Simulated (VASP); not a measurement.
# W (R-3m) in VASP: further runs, part 3 of 3

VASP 6.6.1. Earlier steps stand in the parts before.

**5. Single point, PBEsol**

This run uses another cell than the first one, of the same volume but with other edges.

Contents of INCAR:

```
ALGO = Fast
EDIFF = 1E-6
ENCUT = 520
GGA = PS
ISIF = 2
ISMEAR = 0
LASPH = True
LCHARG = False
LREAL = False
LWAVE = False
NBANDS = 13
NELM = 60
PREC = Accurate
SIGMA = 0.15
```

Contents of KPOINTS:

```
k-points
0
Gamma
  24 24 24
```

Contents of POSCAR:

```
W
1.0
   -2.1463163662      1.6413007506      1.6413007506
    1.6413007506     -2.1463163662      1.6413007506
    1.6413007506      1.6413007506     -2.1463163662
W
1
Direct
    0.0000000000      0.0000000000      0.0000000000
```

Run with:

```
$ cat potpaw_PBE.64/W_sv/POTCAR > POTCAR
$ mpirun -np 1 vasp_std > vasp.out
```

It took 5.7 min on 1 thread of Intel Xeon 8259CL, shared host; peak memory 0.37 GiB.

It converged, with:

```yaml
Free_energy: -8.7773 eV
Pressure: 101.3 GPa
Band_gap_on_the_k_mesh: zero (bands 7 and 8 overlap by 5.60 eV)
```

Stress tensor (GPa, compression positive):
```
101.34 130.09 130.09
130.09 101.34 130.09
130.09 130.09 101.34
```

Levels at points of the mesh, in eV from the Fermi level:
```csv
k point,band 3,band 4,band 5,band 6,band 7,band 8,band 9,band 10,band 11,band 12
"(0.00, 0.00, 0.00)",-39.23,-34.34,-9.34,-6.84,-2.90,-2.90,8.97,8.97,9.19,16.60
"(0.50, 0.00, 0.00)",-37.79,-37.67,-7.40,-6.06,1.20,1.53,4.11,4.56,10.82,16.45
"(0.50, 0.50, 0.00)",-39.34,-34.35,-6.94,-6.50,-1.68,1.27,3.82,8.93,9.07,9.45
"(0.50, 0.50, 0.50)",-37.83,-37.83,-7.53,-7.53,2.70,2.70,7.38,8.35,8.35,12.74
```

Caveat: atoms lie so close that the PAW spheres overlap strongly, which falsifies energies and pressures; the cell stands under pressure; the PAW data sets were made with another functional, which shifts forces and pressure a little; spin-orbit coupling is left out, which moves the levels of the heavy elements.

**6. Single point, PBEsol**

This run uses another cell than the first one, of the same volume but with other edges.

Contents of INCAR:

```
PREC = Accurate ; ENCUT = 520
EDIFF = 1E-6 ; ISMEAR = 0
SIGMA = 0.15 ; LREAL = F
LASPH = T ; NELM = 100
ALGO = Fast ; ISIF = 2
LWAVE = F ; LCHARG = F
GGA = PS ; NBANDS = 13
```

Contents of KPOINTS:

```
Automatic mesh
0
Gamma
  24 24 24
```

Contents of POSCAR:

```
W
1.0
   -1.7705280660      1.6019063455      1.6019063455
    1.6019063455     -1.7705280660      1.6019063455
    1.6019063455      1.6019063455     -1.7705280660
W
1
Direct
    0.0000000000      0.0000000000      0.0000000000
```

Potentials or basis: VASP PAW PBE potentials, release 64 (W_sv).

Run with:

```
$ cat potpaw_PBE.64/W_sv/POTCAR > POTCAR
$ mpirun -np 1 vasp_std > vasp.out
```

Wall time 5.3 min (1 thread of Intel Xeon 8259CL, shared host); peak memory 0.37 GiB.

It converged, with:

| Quantity | Value |
| --- | --- |
| Free energy | -13.4708 eV |
| Pressure | -3.3 GPa |
| Band gap on the k mesh | zero (bands 7 and 8 overlap by 4.79 eV) |

Stress tensor (GPa, compression positive):
```
-3.30 21.89 21.89
21.89 -3.30 21.89
21.89 21.89 -3.30
```

Levels at points of the mesh, in eV from the Fermi level:
```tsv
k point	band 4	band 5	band 6	band 7	band 8	band 9	band 10	band 11
(0.00, 0.00, 0.00)	-37.33	-9.50	-3.13	-0.96	-0.96	3.03	3.03	12.59
(0.50, 0.00, 0.00)	-37.89	-6.04	-3.30	1.43	1.58	1.86	5.76	10.77
(0.50, 0.50, 0.00)	-37.39	-6.31	-4.13	-0.25	3.27	3.79	5.31	8.94
(0.50, 0.50, 0.50)	-38.43	-5.74	-5.74	3.83	3.83	6.60	7.60	7.60
```

Caveat: the cell stands under tension; the PAW data sets were made with another functional, which shifts forces and pressure a little; spin-orbit coupling is left out, which moves the levels of the heavy elements.

**7. Single point, PBEsol**

This run uses another cell than the first one, of the same volume but with other edges.

Contents of INCAR:

```
PREC     = Accurate       # precision mode
ENCUT    = 520            # plane-wave cutoff, eV
EDIFF    = 1E-6           # SCF threshold, eV
ISMEAR   = 0              # smearing method
SIGMA    = 0.15           # smearing width, eV
LREAL    = F              # projectors in reciprocal space
LASPH    = T              # aspherical terms in the spheres
NELM     = 100            # most SCF steps
ALGO     = Fast           # electronic algorithm
ISIF     = 2              # what is computed and relaxed
LWAVE    = F              # write WAVECAR
LCHARG   = F              # write CHGCAR
GGA      = PS             # functional
NBANDS   = 13             # bands
```

Contents of KPOINTS:

```
regular mesh
0
Gamma
  24 24 24
```

Contents of POSCAR:

```
W
1.0
   -1.4029090590      1.6033246389      1.6033246389
    1.6033246389     -1.4029090590      1.6033246389
    1.6033246389      1.6033246389     -1.4029090590
W
1
Direct
    0.0000000000      0.0000000000      0.0000000000
```

Run with:

```
$ cat potpaw_PBE.64/W_sv/POTCAR > POTCAR
$ mpirun -np 1 vasp_std > vasp.out
```

Run time: 4.2 min. Hardware: 1 thread of Intel Xeon 8259CL, shared host; peak memory 0.35 GiB.

Results (log left out):

* Free energy: -13.5450 eV
* Pressure: -4.5 GPa
* Band gap on the k mesh: zero (bands 7 and 8 overlap by 2.86 eV)

Stress tensor (GPa, compression positive):
```
 -4.47 -12.36 -12.36
-12.36  -4.47 -12.36
-12.36 -12.36  -4.47
```

Levels at points of the mesh, in eV from the Fermi level:
| k point | band 5 | band 6 | band 7 | band 8 | band 9 | band 10 |
| --- | --- | --- | --- | --- | --- | --- |
| (0.00, 0.00, 0.00) | -9.61 | -2.75 | -2.75 | 0.70 | 2.72 | 2.72 |
| (0.50, 0.00, 0.00) | -6.29 | -3.88 | -0.33 | 2.72 | 3.24 | 4.18 |
| (0.50, 0.50, 0.00) | -6.21 | -3.67 | 1.53 | 1.77 | 2.03 | 6.63 |
| (0.50, 0.50, 0.50) | -5.77 | -5.77 | 1.79 | 6.18 | 6.18 | 6.96 |

Caveat: the cell stands under tension; the PAW data sets were made with another functional, which shifts forces and pressure a little; spin-orbit coupling is left out, which moves the levels of the heavy elements.

**8. Overview**

```tsv
cell	further INCAR settings	gap on the mesh (eV)	pressure (GPa)
a = 3.337 Å, angles 117.0°, 1 atom	ALGO = Fast; EDIFF = 1e-06; NBANDS = 13	none	240.6
a = 3.015 Å, angles 114.3°, 1 atom	ALGO = Fast; EDIFF = 1e-07; NBANDS = 13	none	30.7
a = 2.599 Å, angles 101.6°, 1 atom	ALGO = Fast; EDIFF = 1e-06; NBANDS = 13	none	7.4
a = 3.161 Å, angles 115.8°, 1 atom	ALGO = Fast; EDIFF = 1e-06; NBANDS = 13	none	101.3
a = 2.875 Å, angles 112.1°, 1 atom	ALGO = Fast; EDIFF = 1e-06; NBANDS = 13	none	-3.3
a = 2.666 Å, angles 105.7°, 1 atom	ALGO = Fast; EDIFF = 1e-06; NBANDS = 13	none	-4.5
```

Alike in all rows: task single point; level PBEsol; potentials or basis VASP PAW PBE potentials, release 64 (W_sv); no spin polarisation; k mesh 24 × 24 × 24; cutoff (eV) 520; smearing gaussian 0.15 eV.

Caveats: the PAW data sets were made with another functional, which shifts forces and pressure a little; spin-orbit coupling is left out, which moves the levels of the heavy elements; the cell stands under pressure (at least some runs); atoms lie so close that the PAW spheres overlap strongly, which falsifies energies and pressures (at least some runs); the cell stands under tension (at least some runs).

Absolute energies hang on the potentials; compare differences alone.
